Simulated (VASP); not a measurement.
Here is a VASP 6.6.1 calculation.

Contents of INCAR:

```
SYSTEM = ZnS
ALGO = Normal ; EDIFF = 1E-6
ENCUT = 520 ; GGA = PE
ISIF = 2 ; ISMEAR = 0
LASPH = .True. ; LCHARG = .False.
LREAL = .False. ; LWAVE = .False.
NBANDS = 16 ; NELM = 100
PREC = Accurate ; SIGMA = 0.05
```

The input KPOINTS:

```
k-points
0
Gamma
  10 10 10
  0 0 0
```

Contents of POSCAR:

```
ZnS
1.0
    0.0000000000      2.7046500000      2.7046500000
    2.9074987500      0.0000000000      2.7046500000
    2.9074987500      2.7046500000      0.0000000000
Zn S
1 1
Direct
    0.0000000000      0.0000000000      0.0000000000
    0.7500000000      0.7500000000      0.7500000000
```

Potentials or basis: VASP PAW PBE potentials, release 64 (Zn, S).

Run with:

```console
$ cat potpaw_PBE.64/Zn/POTCAR potpaw_PBE.64/S/POTCAR > POTCAR
$ mpirun -np 1 vasp_std > vasp.out
```

What does it give for the band gap on the k mesh?

1.68 eV, direct.

Estimate the pressure.

-3.3 GPa.

Stress tensor (GPa, compression positive):
```
-5.55  0.00  0.00
 0.00 -2.14  0.00
 0.00  0.00 -2.14
```

Caveat: the cell differs from its parent crystal (strain +0.0750 x Voigt [1, 0, 0, 0, 0, 0]).
